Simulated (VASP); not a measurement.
Ag:

```
Ag
1.0
     0.00000    2.05218    2.05218
     2.05218    0.00000    2.05218
     2.05218    2.05218    0.00000
Ag
1
Cartesian
  0.0000 0.0000 0.0000
```

```yaml
Program: VASP 6.6.1
Task: relaxation of cell and atoms
Functional: PBEsol
Potentials_or_basis: VASP PAW PBE potentials, release 64 (Ag)
Cutoff: 600 eV
k_mesh: 18 × 18 × 18
Occupations: gaussian, width 0.1 eV
Spin: no spin polarisation
```

At the start: pressure -4.2 GPa; volume 17.29 Å³/atom.

Where does the relaxation end?

Over 3 steps the energy falls by 8.9 meV/atom and the volume is 16.63 Å³/atom (-3.8 %); space group Fm-3m (No. 225, to 0.05 Å).

The path:
```
step  energy change (eV)  largest force (eV/Å)  pressure (GPa)  volume (Å³)
   1              0.0000                0.0000           -4.15        17.29
   2             -0.0042                0.0000            3.50        16.19
   3             -0.0089                0.0000           -0.01        16.63
```

Final structure:
```yaml
crystal:
  lattice:
    - [0.00000, 2.02602, 2.02602]
    - [2.02602, 0.00000, 2.02602]
    - [2.02602, 2.02602, 0.00000]
  atoms:
    - { symbol: Ag, position: [0.00000, 0.00000, 0.00000] }
```

Caveat: the PAW data sets were made with another functional, which shifts forces and pressure a little.
